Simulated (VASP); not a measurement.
# InSe in VASP: a series of runs, part 2 of 2

VASP 6.6.1.

### Step 4. Single point, PBE+D3(BJ) (layers slid over each other)

Input file INCAR:

```
SYSTEM = InSe
PREC = Accurate ; ENCUT = 520
EDIFF = 1E-6 ; ISMEAR = 0
SIGMA = 0.05 ; LREAL = .FALSE.
LASPH = .TRUE. ; NELM = 100
ALGO = Normal ; ISIF = 2
LWAVE = .FALSE. ; LCHARG = .FALSE.
LDIPOL = .TRUE. ; IDIPOL = 3
DIPOL = 0.5 0.5 0.408 ; GGA = PE
IVDW = 12 ; NBANDS = 48
```

Input file KPOINTS:

```
regular mesh
0
G
  9 9 1
  0 0 0
```

Input file POSCAR:

```
InSe
1.0
    4.0266103653      0.0000000000      0.0000000000
   -2.0133051827      3.4871468675      0.0000000000
    0.0000000000      0.0000000000     28.2707107737
Se In
4 4
Direct
    0.0000000000      0.0000000000      0.1591753400
    0.0000000000      0.0000000000      0.3496677344
    0.2222222222      0.6666666667      0.4667500401
    0.2222222222      0.6666666667      0.6572424345
    0.6666666667      0.3333333333      0.2049979902
    0.6666666667      0.3333333333      0.3038451596
   -0.4444444444      0.3333333333      0.5125726903
   -0.4444444444      0.3333333333      0.6114198596
```

Potentials or basis: VASP PAW PBE potentials, release 64 (Se, In_d).

On the command line:

```console
cat potpaw_PBE.64/Se/POTCAR potpaw_PBE.64/In_d/POTCAR > POTCAR
mpirun -np 1 vasp_std > vasp.out
```

OUTCAR:

```text
SYSTEM = InSe
   PREC = Accurate
   ENCUT = 520
   EDIFF = 1E-6
   ISMEAR = 0
   LREAL = .FALSE.
   LASPH = .TRUE.
   NELM = 100
   ISIF = 2
   GGA = PE
   IVDW = 12
 IVDW          = 12

 ion  position               nearest neighbor table
   1  0.000  0.000  0.159-   5 2.66   5 2.66   5 2.66
   2  0.000  0.000  0.350-   6 2.66   6 2.66   6 2.66
   3  0.222  0.667  0.467-   7 2.66   7 2.66   7 2.66
   4  0.222  0.667  0.657-   8 2.66   8 2.66   8 2.66
   5  0.667  0.333  0.205-   1 2.66   1 2.66   1 2.66   6 2.79
   6  0.667  0.333  0.304-   2 2.66   2 2.66   2 2.66   5 2.79
   7  0.556  0.333  0.513-   3 2.66   3 2.66   3 2.66   8 2.79
   8  0.556  0.333  0.611-   4 2.66   4 2.66   4 2.66   7 2.79

  LATTYP: Found a hexagonal cell.
 ALAT       =     4.0266103653
 C/A-ratio  =     7.0209700490

  Lattice vectors:

 A1 = (   4.0266103653,   0.0000000000,   0.0000000000)
 A2 = (  -2.0133051827,   3.4871468675,   0.0000000000)
[... 200 lines left out ...]
 k-point     1 :       0.0000    0.0000    0.0000
  band No.  band energies     occupation
      1     -14.5182      2.00000
      2     -14.5179      2.00000
      3     -14.3349      2.00000
      4     -14.3348      2.00000
      5     -14.3344      2.00000
      6     -14.3342      2.00000
[... 1213 lines left out ...]
     47       4.4431      0.00000
     48       4.6128      0.00000

 [... further k-points ...]

------------------------ aborting loop because EDIFF is reached ----------------------------------------

 vacuum level on the upper side and lower side of the slab       (xc-potential included)        -0.139        -0.139

 Edisp (eV)   -2.02512

 E8    (eV) :    -0.9498

  FORCE on cell =-STRESS in cart. coord.  units (eV):
  Direction    XX          YY          ZZ          XY          YZ          ZX
  --------------------------------------------------------------------------------------
  -------------------------------------------------------------------------------------
  Total      -0.02404    -0.01104    -0.37911    -0.04444    -0.03465     0.07816
  in kB      -0.09701    -0.04454    -1.53013    -0.17938    -0.13984     0.31545
  external pressure =       -0.56 kB  Pullay stress =        0.00 kB

 VOLUME and BASIS-vectors are now :
 -----------------------------------------------------------------------------
  energy-cutoff  :      520.00
  volume of cell :      396.96
      direct lattice vectors                 reciprocal lattice vectors
     4.026610365  0.000000000  0.000000000     0.248347843  0.143383694  0.000000000
    -2.013305183  3.487146867  0.000000000     0.000000000  0.286767388  0.000000000
     0.000000000  0.000000000 28.270710774     0.000000000  0.000000000  0.035372298

 POSITION                                       TOTAL-FORCE (eV/Angst)
 -----------------------------------------------------------------------------------
      0.00000      0.00000      4.50000        -0.000845      0.000220     -0.011522
      0.00000      0.00000      9.88536        -0.024954      0.008197      0.054849
     -0.44740      2.32476     13.19536         0.024954     -0.008197     -0.054849
     -0.44740      2.32476     18.58071         0.000845     -0.000220      0.011522
      2.01331      1.16238      5.79544        -0.002155      0.000616      0.013267
      2.01331      1.16238      8.58992         0.006703     -0.000407      0.024375
      1.56590      1.16238     14.49079        -0.006703      0.000407     -0.024375
      1.56590      1.16238     17.28527         0.002155     -0.000616     -0.013267
 -----------------------------------------------------------------------------------
    total drift:                               -0.000163     -0.000000     -0.003235

  FREE ENERGIE OF THE ION-ELECTRON SYSTEM (eV)
  ---------------------------------------------------
  free  energy   TOTEN  =       -30.4160296716 eV

  energy  without entropy=      -30.4160296716  energy(sigma->0) =      -30.41602967

 vacuum level on the upper side and lower side of the slab         5.392         5.392
```

OSZICAR:

```text
N       E                     dE             d eps       ncg     rms          rms(c)
DAV:   1     0.718217656994E+03    0.71822E+03   -0.32767E+04  4112   0.150E+03
DAV:   2     0.730266657391E+02   -0.64519E+03   -0.62565E+03  4136   0.381E+02
DAV:   3    -0.233280795222E+02   -0.96355E+02   -0.93984E+02  4840   0.176E+02
[... 15 lines left out ...]
DAV:  19    -0.283908947280E+02   -0.11667E-04   -0.21459E-07  3000   0.310E-03    0.101E-03
DAV:  20    -0.283909023451E+02   -0.76171E-05   -0.15213E-07  2744   0.199E-03    0.873E-04
DAV:  21    -0.283909061778E+02   -0.38327E-05   -0.67710E-08  2680   0.190E-03    0.599E-04
DAV:  22    -0.283909089249E+02   -0.27471E-05   -0.78268E-08  2688   0.181E-03    0.144E-04
DAV:  23    -0.283909091645E+02   -0.23960E-06   -0.14215E-08  2352   0.949E-04
   1 F= -.30416030E+02 E0= -.30416030E+02  d E =-.406881E-15
```

Run time: 17 min. Hardware: 1 thread of Oxide Virtual Turin-like, shared host; peak memory 0.79 GiB.

What came out:

| Quantity | Value |
| --- | --- |
| Free energy | -30.4160 eV |
| Largest force | 0.061 eV/Å |
| Band gap on the k mesh | 1.15 eV (least direct gap 1.20 eV) |
| Dispersion energy per atom | -0.253 eV |

Forces on the atoms (eV/Å):
```
Se  -0.001  0.000 -0.012
Se  -0.025  0.008  0.055
Se   0.025 -0.008 -0.055
Se   0.001  0.000  0.012
In  -0.002  0.001  0.013
In   0.007  0.000  0.024
In  -0.007  0.000 -0.024
In   0.002 -0.001 -0.013
```

Levels at points of the mesh, in eV from the valence-band top:
| k point | band 35 | band 36 | band 37 | band 38 | band 39 | band 40 | band 41 | band 42 |
| --- | --- | --- | --- | --- | --- | --- | --- | --- |
| (0.00, 0.00, 0.00) | -0.67 | -0.66 | -0.63 | -0.05 | 1.15 | 1.70 | 2.53 | 2.61 |

Caveat: the cell differs from its parent crystal (layers slid over each other); spin-orbit coupling is left out, which moves the levels of the heavy elements.

### Step 5. Single point, PBE+D3(BJ) (layers slid over each other)

Input file INCAR:

```
SYSTEM = InSe
ALGO = Normal
DIPOL = 0.5 0.5 0.408
EDIFF = 1E-6
ENCUT = 520
GGA = PE
IDIPOL = 3
ISIF = 2
ISMEAR = 0
IVDW = 12
LASPH = .TRUE.
LCHARG = .TRUE.
LDIPOL = .TRUE.
LELF = .TRUE.
LREAL = .FALSE.
LVACPOTAV = .TRUE.
LVHAR = .TRUE.
LWAVE = .FALSE.
NBANDS = 48
NELM = 60
PREC = Accurate
SIGMA = 0.05
```

Input file KPOINTS:

```
k-points
0
G
  9 9 1
  0 0 0
```

Input file POSCAR:

```
InSe
1.0
    4.0266103653      0.0000000000      0.0000000000
   -2.0133051827      3.4871468675      0.0000000000
    0.0000000000      0.0000000000     28.2707107737
Se In
4 4
Direct
    0.0000000000      0.0000000000      0.1591753400
    0.0000000000      0.0000000000      0.3496677344
    0.0000000000      0.2222222222      0.4667500401
    0.0000000000      0.2222222222      0.6572424345
    0.6666666667      0.3333333333      0.2049979902
    0.6666666667      0.3333333333      0.3038451596
   -0.6666666667     -0.1111111111      0.5125726903
   -0.6666666667     -0.1111111111      0.6114198596
```

On the command line:

```console
cat potpaw_PBE.64/Se/POTCAR potpaw_PBE.64/In_d/POTCAR > POTCAR
mpirun -np 1 vasp_std > vasp.out
```

Wall time 33 min (1 thread of Oxide Virtual Turin-like, shared host); peak memory 0.79 GiB.

The run converged. Its results:

```yaml
Free_energy: -30.3497 eV
Largest_force: 0.120 eV/Å
Band_gap_on_the_k_mesh: 1.05 eV (least direct gap 1.11 eV)
Dispersion_energy_per_atom: -0.253 eV
```

Forces on the atoms (eV/Å):
```
Se   0.001 -0.002 -0.010
Se   0.040 -0.078 -0.083
Se  -0.040  0.078  0.083
Se  -0.001  0.002  0.010
In   0.003 -0.006  0.007
In   0.000  0.009 -0.033
In   0.000 -0.009  0.033
In  -0.003  0.006 -0.007
```

Levels at points of the mesh, in eV from the valence-band top:
| k point | band 34 | band 35 | band 36 | band 37 | band 38 | band 39 | band 40 | band 41 | band 42 | band 43 |
| --- | --- | --- | --- | --- | --- | --- | --- | --- | --- | --- |
| (0.00, 0.00, 0.00) | -0.78 | -0.78 | -0.75 | -0.74 | -0.06 | 1.05 | 1.63 | 2.39 | 2.51 | 4.66 |

Caveat: the cell differs from its parent crystal (layers slid over each other); spin-orbit coupling is left out, which moves the levels of the heavy elements.

### Step 6. Single point, PBE+D3(BJ) (layers slid over each other)

Input file INCAR:

```
SYSTEM = InSe
ALGO     = Normal         ! electronic algorithm
DIPOL    = 0.5 0.5 0.408
EDIFF    = 1E-6           ! SCF threshold, eV
ENCUT    = 520            ! plane-wave cutoff, eV
GGA      = PE             ! functional
IDIPOL   = 3            
ISIF     = 2              ! what is computed and relaxed
ISMEAR   = 0              ! smearing method
IVDW     = 12             ! dispersion correction
LASPH    = .True.         ! aspherical terms in the spheres
LCHARG   = .False.        ! write CHGCAR
LDIPOL   = .True.       
LREAL    = .False.        ! projectors in reciprocal space
LWAVE    = .False.        ! write WAVECAR
NBANDS   = 48             ! bands
NELM     = 80             ! most SCF steps
PREC     = Accurate       ! precision mode
SIGMA    = 0.05           ! smearing width, eV
```

Input file KPOINTS:

```
k-points
0
Gamma
  9 9 1
  0 0 0
```

Input file POSCAR:

```
InSe
1.0
    4.0266103653      0.0000000000      0.0000000000
   -2.0133051827      3.4871468675      0.0000000000
    0.0000000000      0.0000000000     28.2707107737
Se In
4 4
Direct
    0.0000000000      0.0000000000      0.1591753400
    0.0000000000      0.0000000000      0.3496677344
    0.0000000000      0.6666666667      0.4667500401
    0.0000000000      0.6666666667      0.6572424345
    0.6666666667      0.3333333333      0.2049979902
    0.6666666667      0.3333333333      0.3038451596
   -0.6666666667      0.3333333333      0.5125726903
   -0.6666666667      0.3333333333      0.6114198596
```

Potentials or basis: VASP PAW PBE potentials, release 64 (Se, In_d).

On the command line:

```console
cat potpaw_PBE.64/Se/POTCAR potpaw_PBE.64/In_d/POTCAR > POTCAR
mpirun -np 1 vasp_std > vasp.out
```

Wall time 35 min (1 thread of Oxide Virtual Turin-like, shared host); peak memory 0.79 GiB.

It converged, with:

```
Free energy                : -30.3862 eV
Largest force              : 0.070 eV/Å
Band gap on the k mesh     : 1.10 eV (least direct gap 1.15 eV)
Dispersion energy per atom : -0.253 eV
```

Forces in eV/Å, atoms in the order of the input:
```
Se  -0.001  0.001 -0.011
Se  -0.041  0.057 -0.006
Se   0.041 -0.057  0.006
Se   0.001 -0.001  0.011
In  -0.003  0.004  0.011
In   0.010 -0.002 -0.003
In  -0.010  0.002  0.003
In   0.003 -0.004 -0.011
```

Levels at points of the mesh, in eV from the valence-band top:
| k point | band 35 | band 36 | band 37 | band 38 | band 39 | band 40 | band 41 | band 42 |
| --- | --- | --- | --- | --- | --- | --- | --- | --- |
| (0.00, 0.00, 0.00) | -0.71 | -0.71 | -0.70 | -0.05 | 1.10 | 1.67 | 2.47 | 2.56 |

Caveat: the cell differs from its parent crystal (layers slid over each other); spin-orbit coupling is left out, which moves the levels of the heavy elements.

### Step 7. The runs side by side

```tsv
cell	gap on the mesh (eV)	largest force (eV/Å)
as given, atomic positions A	1.00	0.17
as given, atomic positions B	1.13	0.06
as given, atomic positions C	1.15	0.06
as given, atomic positions D	1.05	0.12
as given, atomic positions E	1.10	0.07
```

Alike in all rows: task single point; level PBE+D3(BJ); potentials or basis VASP PAW PBE potentials, release 64 (Se, In_d); no spin polarisation; k mesh 9 × 9 × 1; cutoff (eV) 520; smearing gaussian 0.05 eV.

Caveats: spin-orbit coupling is left out, which moves the levels of the heavy elements.

Total energies depend on the potentials used, so only differences within one code and one set of settings carry meaning.
